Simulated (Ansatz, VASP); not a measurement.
Yb: VASP beside Ansatz

```xyz
2
Lattice="3.8799 0.0000 0.0000 -1.9400 3.3601 0.0000 0.0000 0.0000 6.3859" Properties=species:S:1:pos:R:3 pbc="T T T"
Yb    1.9400    1.1200    4.7894
Yb    0.0000    2.2401    1.5965
```

Alike in both runs: task single point; functional PBE; k mesh 7 × 7 × 4; occupations fermi-dirac, width 0.05 eV; collinear spin; fixed moment 1.5 μB.

|  | VASP | Ansatz |
| --- | --- | --- |
| version | VASP 6.6.1 | Ansatz 0.2.0 |
| potentials or method | VASP PAW PBE potentials, release 64 (Yb) | Ansatz PAW |
| plane-wave cutoff (eV) | 520 | 420 |
| valence electrons in the cell | 48 | 48 |

Ansatz gave:

* pressure (GPa): -2.3
* traceless stress, the component that is largest in VASP (GPa): -0.53
* net moment per atom (μB): 0.75
* size of the moment on the site where the two differ most (μB): 0.46

Task: Estimate VASP's values.

Result: Pressure (GPa): -2.6; traceless stress, the component that is largest in VASP (GPa): -0.66; net moment per atom (μB): 0.75; size of the moment on the site where the two differ most (μB): 0.34.

Site moments also hang on the region over which each program counts them.

Neither program's run includes spin-orbit coupling.
